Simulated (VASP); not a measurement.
# GaP (R-3m) in VASP: single point with LDA

Aim: the single point of GaP with LDA.

All numbers are computed with VASP 6.6.1; they aren't measurements. Logs are shortened: lines on timing, memory, paths and dates and some standing lists are left out, and cuts for length are marked.

## 1. The cell of the first run

It takes space group R-3m (No. 166, trigonal). Conventional cell: a = 3.795 Å, b = 3.795 Å, c = 18.901 Å, α = 90.00°, β = 90.00°, γ = 120.00°. Within 3.1 Å of Ga (site symmetry 3m) lie 3 P at 2.35 Å and 1 Ga at 2.42 Å. P (site symmetry 3m) has 1 P at 2.19 Å and 3 Ga at 2.35 Å within 2.9 Å.

## 2. Single point, LDA

The input, INCAR:

```
SYSTEM = GaP
PREC = Accurate ; ENCUT = 520
EDIFF = 1E-6 ; ISMEAR = 0
SIGMA = 0.05 ; LREAL = .False.
LASPH = .True. ; NELM = 80
ALGO = Normal ; ISIF = 2
LWAVE = .False. ; LCHARG = .False.
NBANDS = 26
```

The input, KPOINTS:

```
Automatic mesh
0
Gamma
  9 9 9
  0 0 0
```

The input, POSCAR:

```
GaP
1.0
    1.8972662911      1.0953872039      6.3004910352
   -1.8972662911      1.0953872039      6.3004910352
    0.0000000000     -2.1907744078      6.3004910352
Ga P
2 2
Direct
    0.4359784395      0.4359784395      0.4359784395
    0.5640215605      0.5640215605      0.5640215605
    0.0580350955      0.0580350955      0.0580350955
    0.9419649045      0.9419649045      0.9419649045
```

Potentials or basis: VASP PAW LDA potentials, release 64 (Ga_d, P).

Run with:

```console
> cat potpaw_LDA.64/Ga_d/POTCAR potpaw_LDA.64/P/POTCAR > POTCAR
> mpirun -np 1 vasp_std > vasp.out
```

OUTCAR:

```text
SYSTEM = GaP
   PREC = Accurate
   ENCUT = 520
   EDIFF = 1E-6
   ISMEAR = 0
   LREAL = .False.
   LASPH = .True.
   NELM = 80
   ISIF = 2

 ion  position               nearest neighbor table
   1  0.436  0.436  0.436-   3 2.35   3 2.35   3 2.35   2 2.42
   2  0.564  0.564  0.564-   4 2.35   4 2.35   4 2.35   1 2.42
   3  0.058  0.058  0.058-   4 2.19   1 2.35   1 2.35   1 2.35
   4  0.942  0.942  0.942-   3 2.19   2 2.35   2 2.35   2 2.35

  LATTYP: Found a trigonal (rhomboedric) cell.
 ALAT       =     6.6705082108
 COS(alpha) =     0.8382036460

  Lattice vectors:

 A1 = (   1.8972662911,   1.0953872039,   6.3004910352)
 A2 = (  -1.8972662911,   1.0953872039,   6.3004910352)
 A3 = (   0.0000000000,  -2.1907744078,   6.3004910352)

Analysis of symmetry for initial positions (statically):
=====================================================================
 Subroutine PRICEL returns:
 Original cell was already a primitive cell.

 Routine SETGRP: Setting up the symmetry group for a
 trigonal (rhombohedral) supercell.

 Subroutine GETGRP returns: Found 12 space group operations
 (whereof 12 operations were pure point group operations)
 out of a pool of 12 trial point group operations.

The static configuration has the point symmetry D_3d.

Analysis of symmetry for dynamics (positions and initial velocities):
=====================================================================
 Subroutine PRICEL returns:
 Original cell was already a primitive cell.

 Routine SETGRP: Setting up the symmetry group for a
 trigonal (rhombohedral) supercell.

 Subroutine GETGRP returns: Found 12 space group operations
 (whereof 12 operations were pure point group operations)
 out of a pool of 12 trial point group operations.

The dynamic configuration has the point symmetry D_3d.

 Subroutine INISYM returns: Found 12 space group operations
 (whereof 12 operations are pure point group operations),
 and found     1 'primitive' translations

----------------------------------------------------------------------------------------

                                     Primitive cell

  volume of cell :      78.5636

  direct lattice vectors                    reciprocal lattice vectors
     1.897266291  1.095387204  6.300491035     0.263537070  0.152153198  0.052905929
    -1.897266291  1.095387204  6.300491035    -0.263537070  0.152153198  0.052905929
     0.000000000 -2.190774408  6.300491035     0.000000000 -0.304306397  0.052905929

  length of vectors
     6.670508211  6.670508211  6.670508211     0.308871204  0.308871204  0.308871204

  position of ions in fractional coordinates (direct lattice)
     0.435978439  0.435978439  0.435978439
     0.564021561  0.564021561  0.564021561
     0.058035096  0.058035096  0.058035096
     0.941964904  0.941964904  0.941964904

  ion indices of the primitive-cell ions
   primitive index   ion index
                 1           1
                 2           2
                 3           3
                 4           4

----------------------------------------------------------------------------------------

 KPOINTS: Automatic mesh

Automatic generation of k-mesh.
 Grid dimensions read from file:
 generate k-points for:    9    9    9

 Generating k-lattice:

  Cartesian coordinates                     Fractional coordinates (reciprocal lattice)
     0.029281897  0.016905911  0.005878437     0.111111111  0.000000000  0.000000000
    -0.029281897  0.016905911  0.005878437     0.000000000  0.111111111  0.000000000
     0.000000000 -0.033811822  0.005878437     0.000000000  0.000000000  0.111111111

  Length of vectors
     0.034319023  0.034319023  0.034319023

  Shift w.r.t. Gamma in fractional coordinates (k-lattice)
     0.000000000  0.000000000  0.000000000

 Subroutine IBZKPT returns following result:
 ===========================================

 Found     85 irreducible k-points:

 Following reciprocal coordinates:
            Coordinates               Weight
  0.000000  0.000000  0.000000      1.000000
  0.111111 -0.000000  0.000000      6.000000
  0.222222  0.000000  0.000000      6.000000
  0.333333 -0.000000  0.000000      6.000000
  0.444444  0.000000  0.000000      6.000000
  0.111111  0.111111  0.000000      6.000000
[... 16 lines left out ...]
 -0.333333  0.333333  0.000000      6.000000
  0.444444  0.444444  0.000000      6.000000
 [... further k-points ...]
   k-points           NKPTS =     85   k-points in BZ     NKDIM =     85   number of bands    NBANDS=     26
   number of dos      NEDOS =    301   number of ions     NIONS =      4
   total plane-waves  NPLWV = 125000
   dimension x,y,z NGX =    50 NGY =   50 NGZ =   50
   dimension x,y,z NGXF=   100 NGYF=  100 NGZF=  100
   ions per type =               2   2
   NGX,Y,Z   is equivalent  to a cutoff of  12.46, 12.46, 12.46 a.u.
   NGXF,Y,Z  is equivalent  to a cutoff of  24.92, 24.92, 24.92 a.u.
 SYSTEM =  GaP
   PREC   = accura    normal or accurate (medium, high low for compatibility)
   ISTART =      0    job   : 0-new  1-cont  2-samecut
   ICHARG =      2    charge: 1-file 2-atom 10-const
   ISPIN  =      1    spin polarized calculation?
   LNONCOLLINEAR =      F non collinear calculations
   LSORBIT =      F    spin-orbit coupling
   LASPH  =      T    aspherical Exc in radial PAW
   ENCUT  =  520.0 eV  38.22 Ry    6.18 a.u.  12.40 12.40 12.40*2*pi/ulx,y,z
   NELM   =     80;   NELMIN=  2; NELMDL= -5     # of ELM steps
   EDIFF  = 0.1E-05   stopping-criterion for ELM
   LREAL  =      F    real-space projection
   EDIFFG = 0.1E-04   stopping-criterion for IOM
   NSW    =      0    number of steps for IOM
   IBRION =     -1    ionic relax: 0-MD 1-quasi-New 2-CG
   NFREE  =      0    steps in history (QN), initial steepest desc. (CG)
   ISIF   =      2    stress and relaxation
   ISYM   =      2    0-nonsym 1-usesym 2-fastsym
   POTIM  = 0.5000    time-step for ionic-motion
   TEBEG  =    0.0;   TEEND  =   0.0 temperature during run
   PSTRESS=    0.0 pullay stress
   NELECT =      36.0000    total number of electrons
   NUPDOWN=      -1.0000    fix difference up-down
   EMIN   =  10.00;   EMAX   =-10.00  energy-range for DOS
   EFERMI =   0.00;   METHOD = LEGACY
   ISMEAR =     0;   SIGMA  =   0.05  broadening in eV -4-tet -1-fermi 0-gaus
   EFERMI_NEDOS =   21; number of points for ismear=-14 and -15
   IALGO  =     38    algorithm
   IMIX   =      4    mixing-type and parameters
     AMIX     =   0.40;   BMIX     =  1.00
     AMIX_MAG =   1.60;   BMIX_MAG =  1.00
  volume/ion in A,a.u.               =      19.64       132.54
  Fermi-wavevector in a.u.,A,eV,Ry     =   1.262123  2.385067 21.673473  1.592955
  Thomas-Fermi vector in A             =   2.395548
   LORBIT       =      0    0 simple, 1 ext, 2 COOP (PROOUT), +10 PAW based schemes
   GGA     = CA    functional components
   LHFCALC =     F    Hartree Fock is set to
   AEXX    =    0.0000 exact exchange contribution
   IVDW    =     0    specifies the selected vdW correction
   LEPSILON=     F    determine dielectric tensor
   LRPA    =     F    only Hartree local field effects (RPA)
 non-spin polarized calculation
 Gauss-broadening in eV      SIGMA  =   0.05
  energy-cutoff  :      520.00
  volume of cell :       78.56
 maximum number of plane-waves:      2133
 NGX is ok and might be reduce to    50
   NGX = 25   NGY = 25   NGZ = 25

 number of electron      36.0000004 magnetization

 Free energy of the ion-electron system (eV)
  ---------------------------------------------------
  ext. energy  EPLUGINS =         0.00000000
  ---------------------------------------------------
  free energy    TOTEN  =       -20.40721239 eV

  energy without entropy =      -20.40721239  energy(sigma->0) =      -20.40721239

 E-fermi :   5.3725     XC(G=0): -10.3012

 val. band max:        5.1386401765   @ k =   0.0000   0.0000   0.0000
 cond. band min:       5.8836919949   @ k =  -0.4444  -0.4444   0.1111
 fundamental gap:      0.7450518184
 Fermi energy:         5.3724881475

 k-point     1 :       0.0000    0.0000    0.0000
  band No.  band energies     occupation
      1      -9.9066      2.00000
      2      -9.7495      2.00000
      3      -9.7495      2.00000
      4      -9.7300      2.00000
      5      -9.7300      2.00000
      6      -9.6680      2.00000
[... 18 lines left out ...]
     25       9.4803      0.00000
     26      13.2511      0.00000

 k-point     2 :       0.1111   -0.0000    0.0000
  band No.  band energies     occupation
      1      -9.9031      2.00000
      2      -9.7686      2.00000
      3      -9.7480      2.00000
      4      -9.7391      2.00000
      5      -9.7236      2.00000
      6      -9.6710      2.00000
[... 18 lines left out ...]
     25       9.9346      0.00000
     26      13.3040      0.00000

 k-point     3 :       0.2222    0.0000    0.0000
  band No.  band energies     occupation
      1      -9.8953      2.00000
      2      -9.8095      2.00000
      3      -9.7586      2.00000
      4      -9.7452      2.00000
      5      -9.7074      2.00000
      6      -9.6789      2.00000
[... 18 lines left out ...]
     25      11.0709      0.00000
     26      12.4418      0.00000

 k-point     4 :       0.3333   -0.0000    0.0000
  band No.  band energies     occupation
      1      -9.8883      2.00000
      2      -9.8477      2.00000
      3      -9.7762      2.00000
      4      -9.7433      2.00000
      5      -9.6889      2.00000
      6      -9.6882      2.00000
[... 18 lines left out ...]
     25      12.0990      0.00000
     26      12.3860      0.00000

 k-point     5 :       0.4444    0.0000    0.0000
  band No.  band energies     occupation
      1      -9.8842      2.00000
      2      -9.8704      2.00000
      3      -9.7852      2.00000
      4      -9.7426      2.00000
      5      -9.6944      2.00000
      6      -9.6769      2.00000
[... 18 lines left out ...]
     25      12.0447      0.00000
     26      12.0640      0.00000

 k-point     6 :       0.1111    0.1111    0.0000
  band No.  band energies     occupation
      1      -9.9030      2.00000
      2      -9.7667      2.00000
      3      -9.7488      2.00000
      4      -9.7404      2.00000
      5      -9.7234      2.00000
      6      -9.6710      2.00000
[... 427 lines left out ...]
 k-point    21 :       0.4444    0.3333    0.0000
  band No.  band energies     occupation
      1      -9.8837      2.00000
      2      -9.8350      2.00000
      3      -9.8029      2.00000
      4      -9.7464      2.00000
      5      -9.6996      2.00000
      6      -9.6736      2.00000
[... 18 lines left out ...]
     25      13.1288      0.00000
     26      13.9481      0.00000

 k-point    22 :      -0.4444    0.3333   -0.0000
  band No.  band energies     occupation
      1      -9.8749      2.00000
      2      -9.8497      2.00000
      3      -9.8047      2.00000
      4      -9.7405      2.00000
      5      -9.7128      2.00000
      6      -9.6613      2.00000
[... 18 lines left out ...]
     25      13.0054      0.00000
     26      13.7799      0.00000

 k-point    23 :      -0.3333    0.3333    0.0000
  band No.  band energies     occupation
      1      -9.8706      2.00000
      2      -9.8601      2.00000
      3      -9.8012      2.00000
      4      -9.7290      2.00000
      5      -9.7271      2.00000
      6      -9.6497      2.00000
[... 18 lines left out ...]
     25      12.6666      0.00000
     26      12.9442      0.00000

 k-point    24 :       0.4444    0.4444    0.0000
  band No.  band energies     occupation
      1      -9.8863      2.00000
      2      -9.8324      2.00000
      3      -9.8119      2.00000
      4      -9.7490      2.00000
      5      -9.6946      2.00000
      6      -9.6755      2.00000
[... 18 lines left out ...]
     25      14.0692      0.00000
     26      14.9821      0.00000

 [... further k-points ...]

------------------------ aborting loop because EDIFF is reached ----------------------------------------

  FORCE on cell =-STRESS in cart. coord.  units (eV):
  Direction    XX          YY          ZZ          XY          YZ          ZX
  --------------------------------------------------------------------------------------
  -------------------------------------------------------------------------------------
  Total        0.0745625      0.0745625     -0.0102745      0.0000000     -0.0000000     -0.0000000
  in kB        1.5205804      1.5205804     -0.2095314      0.0000000     -0.0000000     -0.0000000
  external PRESSURE =       0.9438764 kB  Pullay stress =       0.0000000 kB

 VOLUME and BASIS-vectors are now :
 -----------------------------------------------------------------------------
  energy-cutoff  :      520.00
  volume of cell :       78.56
      direct lattice vectors                 reciprocal lattice vectors
     1.897266291  1.095387204  6.300491035     0.263537070  0.152153198  0.052905929
    -1.897266291  1.095387204  6.300491035    -0.263537070  0.152153198  0.052905929
     0.000000000 -2.190774408  6.300491035     0.000000000 -0.304306397  0.052905929

 POSITION                                       TOTAL-FORCE (eV/Angst)
 -----------------------------------------------------------------------------------
      0.00000      0.00000      8.24063         0.000000     -0.000000     -0.007078
      0.00000      0.00000     10.66084         0.000000     -0.000000      0.007078
      0.00000      0.00000      1.09695         0.000000     -0.000000     -0.038865
      0.00000      0.00000     17.80452         0.000000      0.000000      0.038865
 -----------------------------------------------------------------------------------
    total drift:                                0.000000     -0.000000     -0.000000

  FREE ENERGIE OF THE ION-ELECTRON SYSTEM (eV)
  ---------------------------------------------------
  free  energy   TOTEN  =       -20.4072123861 eV

  energy  without entropy=      -20.4072123861  energy(sigma->0) =      -20.40721239
```

Run time: 16 min. Hardware: 1 thread of AMD EPYC 7R43 (Zen 3), shared host; peak memory 0.32 GiB.

What came out:

```yaml
Free_energy: -20.4072 eV
Pressure: 0.1 GPa
Largest_force: 0.039 eV/Å
Band_gap_on_the_k_mesh: 0.75 eV (least direct gap 1.16 eV)
```

Forces in eV/Å, atoms in the order of the input:
```
Ga   0.000  0.000 -0.007
Ga   0.000  0.000  0.007
P    0.000  0.000 -0.039
P    0.000  0.000  0.039
```

Stress tensor (GPa, compression positive):
```
 0.15  0.00  0.00
 0.00  0.15  0.00
 0.00  0.00 -0.02
```

Caveat: an odd mesh through Γ misses points on the zone boundary, where band edges can lie.
